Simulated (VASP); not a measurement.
# Cs2SeCl4O2 (C2/m) in VASP: single point with PBE

Aim: the single point of Cs2SeCl4O2 with PBE.

Program: VASP 6.6.1. These are calculated values, not measurements. Logs are shortened: lines on timing, memory, paths and dates and some standing lists are left out, and cuts for length are marked.

## 1. The cell of the first run

It takes space group C2/m (No. 12, monoclinic). The conventional cell has a = 11.882 Å, b = 7.757 Å, c = 5.776 Å, α = 90.00°, β = 97.86°, γ = 90.00°. Se (site symmetry 2/m) has 2 O at 1.76 Å within 2.3 Å. Within 4.6 Å of Cs (site symmetry m) lie 8 Cl at 3.52 to 3.66 Å and 4 O at 3.52 to 4.35 Å and 2 Se at 4.57 Å. Cl (site symmetry 1) has 1 Se at 2.69 Å and 2 O at 3.18 to 3.24 Å within 3.5 Å. O (site symmetry m) has 1 Se at 1.76 Å within 2.3 Å.

## 2. Single point, PBE

INCAR reads:

```
ALGO = Normal
EDIFF = 1E-7
ENCUT = 520
GGA = PE
ISIF = 2
ISMEAR = -1
LASPH = True
LCHARG = False
LREAL = False
LWAVE = False
NBANDS = 42
NELM = 80
PREC = Accurate
SIGMA = 0.0103
```

KPOINTS reads:

```
k-points
0
Gamma
  4 4 5
```

POSCAR reads:

```
Cs2SeCl4O2
1.0
    5.9412180000      3.8785040000      0.0000000000
    5.9412180000     -3.8785040000      0.0000000000
    0.7894640000      0.0000000000     -5.7216580000
Se Cs Cl O
1 2 4 2
Direct
    0.5000000000      0.5000000000      0.0000000000
    0.8407100000      0.8407100000      0.3074900000
    0.1592900000      0.1592900000      0.6925100000
    0.6463900000      0.1459500000      0.7874700000
    0.8540500000      0.3536100000      0.2125300000
    0.3536100000      0.8540500000      0.2125300000
    0.1459500000      0.6463900000      0.7874700000
    0.3844000000      0.3844000000      0.2271000000
    0.6156000000      0.6156000000      0.7729000000
```

Potentials or basis: VASP PAW PBE potentials, release 64 (Se, Cs_sv, Cl, O).

Run with:

```
> cat potpaw_PBE.64/Se/POTCAR potpaw_PBE.64/Cs_sv/POTCAR potpaw_PBE.64/Cl/POTCAR potpaw_PBE.64/O/POTCAR > POTCAR
> mpirun -np 1 vasp_std > vasp.out
```

OUTCAR:

```text
EDIFF = 1E-7
   ENCUT = 520
   GGA = PE
   ISIF = 2
   ISMEAR = -1
   LASPH = True
   LREAL = False
   NELM = 80
   PREC = Accurate

 ion  position               nearest neighbor table
   1  0.500  0.500  0.000-   8 1.76   9 1.76   6 2.69   7 2.69   4 2.69   5 2.69
   2  0.841  0.841  0.307-
   3  0.159  0.159  0.693-
   4  0.646  0.146  0.787-   1 2.69
   5  0.854  0.354  0.213-   1 2.69
   6  0.354  0.854  0.213-   1 2.69
   7  0.146  0.646  0.787-   1 2.69
   8  0.384  0.384  0.227-   1 1.76
   9  0.616  0.616  0.773-   1 1.76

  LATTYP: Found a base centered monoclinic cell.
 ALAT       =    11.8824360000
 B/A-ratio  =     0.6528129417
 C/A-ratio  =     0.4860843030
 COS(beta)  =    -0.1366832353

  Lattice vectors:

 A1 = (  -5.9412180000,  -3.8785040000,   0.0000000000)
 A2 = (  -5.9412180000,   3.8785040000,   0.0000000000)
 A3 = (   0.7894640000,   0.0000000000,  -5.7216580000)

Analysis of symmetry for initial positions (statically):
=====================================================================
 Subroutine PRICEL returns:
 Original cell was already a primitive cell.

 Routine SETGRP: Setting up the symmetry group for a
 base centered monoclinic supercell.

 Subroutine GETGRP returns: Found  4 space group operations
 (whereof  4 operations were pure point group operations)
 out of a pool of  4 trial point group operations.

The static configuration has the point symmetry C_2h.

Analysis of symmetry for dynamics (positions and initial velocities):
=====================================================================
 Subroutine PRICEL returns:
 Original cell was already a primitive cell.

 Routine SETGRP: Setting up the symmetry group for a
 base centered monoclinic supercell.

 Subroutine GETGRP returns: Found  4 space group operations
 (whereof  4 operations were pure point group operations)
 out of a pool of  4 trial point group operations.

The dynamic configuration has the point symmetry C_2h.

 Subroutine INISYM returns: Found  4 space group operations
 (whereof  4 operations are pure point group operations),
 and found     1 'primitive' translations

----------------------------------------------------------------------------------------
[... 104 lines left out ...]
   LASPH  =      T    aspherical Exc in radial PAW
   ENCUT  =  520.0 eV  38.22 Ry    6.18 a.u.  13.19 13.19 10.74*2*pi/ulx,y,z
   NELM   =     80;   NELMIN=  2; NELMDL= -5     # of ELM steps
   EDIFF  = 0.1E-06   stopping-criterion for ELM
   LREAL  =      F    real-space projection
   EDIFFG = 0.1E-05   stopping-criterion for IOM
   NSW    =      0    number of steps for IOM
   IBRION =     -1    ionic relax: 0-MD 1-quasi-New 2-CG
   NFREE  =      0    steps in history (QN), initial steepest desc. (CG)
   ISIF   =      2    stress and relaxation
   ISYM   =      2    0-nonsym 1-usesym 2-fastsym
   POTIM  = 0.5000    time-step for ionic-motion
   TEBEG  =    0.0;   TEEND  =   0.0 temperature during run
   PSTRESS=    0.0 pullay stress
   NELECT =      64.0000    total number of electrons
   NUPDOWN=      -1.0000    fix difference up-down
   EMIN   =  10.00;   EMAX   =-10.00  energy-range for DOS
   EFERMI =   0.00;   METHOD = LEGACY
   ISMEAR =    -1;   SIGMA  =   0.01  broadening in eV -4-tet -1-fermi 0-gaus
   EFERMI_NEDOS =   21; number of points for ismear=-14 and -15
   IALGO  =     38    algorithm
   IMIX   =      4    mixing-type and parameters
     AMIX     =   0.40;   BMIX     =  1.00
     AMIX_MAG =   1.60;   BMIX_MAG =  1.00
  volume/ion in A,a.u.               =      29.30       197.72
  Fermi-wavevector in a.u.,A,eV,Ry     =   1.021185  1.929759 14.188402  1.042818
  Thomas-Fermi vector in A             =   2.154795
   LORBIT       =      0    0 simple, 1 ext, 2 COOP (PROOUT), +10 PAW based schemes
   GGA     = PE    functional components
   LHFCALC =     F    Hartree Fock is set to
   AEXX    =    0.0000 exact exchange contribution
   IVDW    =     0    specifies the selected vdW correction
   LEPSILON=     F    determine dielectric tensor
   LRPA    =     F    only Hartree local field effects (RPA)
 non-spin polarized calculation
  energy-cutoff  :      520.00
  volume of cell :      263.69
 maximum number of plane-waves:      7132
 NGX is ok and might be reduce to    54
   NGX = 27   NGY = 27   NGZ = 21

 number of electron      63.9999999 magnetization

 Free energy of the ion-electron system (eV)
  ---------------------------------------------------
  ext. energy  EPLUGINS =         0.00000000
  ---------------------------------------------------
  free energy    TOTEN  =       -30.23396328 eV

  energy without entropy =      -30.23396328  energy(sigma->0) =      -30.23396328

 E-fermi :  -0.7370     XC(G=0):  -7.9716

 val. band max:       -0.9540127454   @ k =   0.5000   0.5000   0.0000
 cond. band min:      -0.4904065948   @ k =   0.0000   0.0000   0.0000
 fundamental gap:      0.4636061507
 Fermi energy:        -0.7369935863

 k-point     1 :       0.0000    0.0000    0.0000
  band No.  band energies     occupation
      1     -19.7792      2.00000
      2     -19.7322      2.00000
      3     -19.4683      2.00000
      4     -18.2459      2.00000
      5     -13.8984      2.00000
      6     -13.7103      2.00000
[... 1069 lines left out ...]
     41       7.3290      0.00000
     42       7.8512      0.00000

 [... further k-points ...]
[... 5 lines left out ...]
  --------------------------------------------------------------------------------------
  -------------------------------------------------------------------------------------
  Total       -6.1800000     -3.9396687     -5.6636923      0.0000000      0.0000000     -3.2994166
  in kB      -37.5497834    -23.9374926    -34.4126891      0.0000000      0.0000000    -20.0473102
  external PRESSURE =     -31.9666550 kB  Pullay stress =       0.0000000 kB

 VOLUME and BASIS-vectors are now :
 -----------------------------------------------------------------------------
  energy-cutoff  :      520.00
  volume of cell :      263.69
      direct lattice vectors                 reciprocal lattice vectors
     5.941218000  3.878504000  0.000000000     0.084157828  0.128915685  0.011611945
     5.941218000 -3.878504000  0.000000000     0.084157828 -0.128915685  0.011611945
     0.789464000  0.000000000 -5.721658000     0.000000000  0.000000000 -0.174774515

 POSITION                                       TOTAL-FORCE (eV/Angst)
 -----------------------------------------------------------------------------------
      5.94122      0.00000      0.00000        -0.000000     -0.000000      0.000000
     10.23244      0.00000     -1.75935        -0.049189     -0.000000      0.057082
      2.43946      0.00000     -3.96231         0.049189     -0.000000     -0.057082
      5.32914      1.94096     -4.50563         0.455804     -0.549266     -0.379703
      7.34276      1.94096     -1.21602        -0.455804     -0.549266      0.379703
      7.34276     -1.94096     -1.21602        -0.455804      0.549266      0.379703
      5.32914     -1.94096     -4.50563         0.455804      0.549266     -0.379703
      4.74690      0.00000     -1.29939         2.076180     -0.000000      2.202385
      7.92500      0.00000     -4.42227        -2.076180     -0.000000     -2.202385
 -----------------------------------------------------------------------------------
    total drift:                                0.000000     -0.000000     -0.000000

  FREE ENERGIE OF THE ION-ELECTRON SYSTEM (eV)
  ---------------------------------------------------
  free  energy   TOTEN  =       -30.2339632827 eV

  energy  without entropy=      -30.2339632827  energy(sigma->0) =      -30.23396328
```

OSZICAR:

```text
N       E                     dE             d eps       ncg     rms          rms(c)
DAV:   1     0.466237505752E+03    0.46624E+03   -0.27928E+04  2268   0.131E+03
DAV:   2     0.888550844508E+01   -0.45735E+03   -0.44416E+03  3096   0.248E+02
DAV:   3    -0.342882207077E+02   -0.43174E+02   -0.42722E+02  2598   0.876E+01
DAV:   4    -0.349981628439E+02   -0.70994E+00   -0.70801E+00  2768   0.127E+01
DAV:   5    -0.350142016395E+02   -0.16039E-01   -0.16026E-01  2696   0.188E+00    0.129E+01
DAV:   6    -0.309577797597E+02    0.40564E+01   -0.16797E+01  2370   0.198E+01    0.928E+00
DAV:   7    -0.303970549754E+02    0.56072E+00   -0.35185E+00  2608   0.993E+00    0.432E+00
DAV:   8    -0.302320647390E+02    0.16499E+00   -0.43426E-01  2746   0.413E+00    0.232E+00
DAV:   9    -0.302349821223E+02   -0.29174E-02   -0.15523E-01  2688   0.170E+00    0.593E-01
DAV:  10    -0.302323970148E+02    0.25851E-02   -0.10741E-02  2904   0.588E-01    0.193E-01
DAV:  11    -0.302337060044E+02   -0.13090E-02   -0.33338E-03  2534   0.265E-01    0.716E-02
DAV:  12    -0.302338888983E+02   -0.18289E-03   -0.24519E-04  2784   0.752E-02    0.398E-02
DAV:  13    -0.302339465400E+02   -0.57642E-04   -0.50562E-05  2568   0.346E-02    0.195E-02
DAV:  14    -0.302339625303E+02   -0.15990E-04   -0.24774E-05  2664   0.235E-02    0.479E-03
DAV:  15    -0.302339632638E+02   -0.73352E-06   -0.21424E-06  2736   0.772E-03    0.328E-03
DAV:  16    -0.302339632827E+02   -0.18871E-07   -0.25273E-07  2536   0.260E-03
   1 F= -.30233963E+02 E0= -.30233963E+02  d E =-.138109E-10
```

Wall time 3.9 min (1 thread of AMD EPYC 9R14 (Zen 4), shared host); peak memory 0.51 GiB.

What came out:

```yaml
Free_energy: -30.2340 eV
Pressure: -3.2 GPa
Largest_force: 3.027 eV/Å
Band_gap_on_the_k_mesh: 0.46 eV, indirect (least direct gap 0.61 eV)
```

Forces in eV/Å, atoms in the order of the input:
```
Se   0.000  0.000  0.000
Cs  -0.049  0.000  0.057
Cs   0.049  0.000 -0.057
Cl   0.456 -0.549 -0.380
Cl  -0.456 -0.549  0.380
Cl  -0.456  0.549  0.380
Cl   0.456  0.549 -0.380
O    2.076  0.000  2.202
O   -2.076  0.000 -2.202
```

Caveat: spin-orbit coupling is left out, which moves the levels of the heavy elements; forces of over 1 eV/Å act on the atoms, so gaps and moduli don't describe the material at rest.
